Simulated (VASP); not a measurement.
A run of VASP 6.6.1:

File INCAR:

```
SYSTEM = HfC
PREC = Accurate
ENCUT = 600
EDIFF = 1E-6
ISMEAR = 0
SIGMA = 0.1
LREAL = .FALSE.
LASPH = .TRUE.
NELM = 120
ALGO = Normal
ISIF = 2
LWAVE = .FALSE.
LCHARG = .FALSE.
GGA = PS
NBANDS = 22
GGA_COMPAT = .FALSE.
```

Contents of KPOINTS:

```
regular mesh
0
G
  15 15 8
  0 0 0
```

POSCAR

```
HfC
1.0
    3.3951150495      0.0000000000      0.0000000000
   -1.6975575247      2.9402558816      0.0000000000
    0.0000000000      0.0000000000      4.8157881598
Hf C
2 2
Direct
    0.6666666667      0.3333333333      0.7500000000
    0.3333333333      0.6666666667      0.2500000000
    0.0000000000      0.0000000000      0.0000000000
    0.0000000000      0.0000000000      0.5000000000
```

Potentials or basis: VASP PAW PBE potentials, release 64 (Hf_pv, C).

Run with:

```sh
$ cat potpaw_PBE.64/Hf_pv/POTCAR potpaw_PBE.64/C/POTCAR > POTCAR
$ mpirun -np 1 vasp_std > vasp.out
```

Hardware: 1 thread of Intel Xeon 6975P-C, on a shared host.

Q: Estimate the wall time of this run.

A: It took 100 s on 1 thread of Intel Xeon 6975P-C (shared host), peak memory 0.3 GiB. Counts: scf iterations 13, k points 135.
